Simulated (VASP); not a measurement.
Wanted: the native input for a VASP 6.6.1 run.

```
Task                   : single point
Functional             : PBE
Potentials or basis    : VASP PAW PBE potentials, release 64 (Zn, S, O)
Cutoff                 : 520 eV
k mesh                 : 6 × 6 × 2
Occupations            : gaussian, width 0.1 eV
Spin                   : collinear spin, ferromagnetic start
Starting moments       : [0.0, 0.0, 0.0, 0.0, 0.0, 1.0, 1.0, 1.0] μB
Dipole correction      : no
Further INCAR settings : ALGO = Normal; EDIFF = 1e-06; NBANDS = 50
```

The structure of Zn4SO3 lies in POSCAR:

```
Zn4SO3
1.0
    3.4236972000      0.0000000000      0.0000000000
   -1.7118486000      2.9650087000      0.0000000000
    0.0000000000      0.0000000000     11.1011806000
Zn S O
4 1 3
Direct
    0.6666667000      0.3333333000      0.0320510000
    0.6666667000      0.3333333000      0.4917760000
    0.0000000000      0.0000000000      0.2620520000
    0.0000000000      0.0000000000      0.7232950000
    0.0000000000      0.0000000000      0.9356130000
    0.6666667000      0.3333333000      0.2112260000
    0.6666667000      0.3333333000      0.6720480000
    0.0000000000      0.0000000000      0.4419390000
```

The input as run:

INCAR

```
SYSTEM = Zn4SO3
ALGO = Normal
EDIFF = 1E-6
ENCUT = 520
GGA = PE
ISIF = 2
ISMEAR = 0
ISPIN = 2
LASPH = .TRUE.
LCHARG = .TRUE.
LELF = .TRUE.
LORBIT = 11
LREAL = .FALSE.
LVHAR = .TRUE.
LWAVE = .FALSE.
MAGMOM = 0 0 0 0 0 1 1 1
NBANDS = 50
NELM = 150
PREC = Accurate
SIGMA = 0.1
```

KPOINTS

```
k-points
0
G
  6 6 2
  0 0 0
```

Potentials or basis: VASP PAW PBE potentials, release 64 (Zn, S, O).

Launch:

```console
$ cat potpaw_PBE.64/Zn/POTCAR potpaw_PBE.64/S/POTCAR potpaw_PBE.64/O/POTCAR > POTCAR
$ mpirun -np 1 vasp_std > vasp.out
```

Results of the run:

The pressure is 0.6 GPa. The largest force is 0.065 eV/Å, the band gap on the k mesh is zero (filled and empty bands touch) and the net moment is 0.00 μB per cell. The valence electrons inside the program's atomic spheres are Zn 10.94, 10.73, 10.72, 10.69; S 3.81; O 4.96.

Run time: 94 s on 1 thread of Intel(R) Xeon(R) 6975P-C (Granite Rapids), with other jobs on the host, peak memory 0.34 GiB.
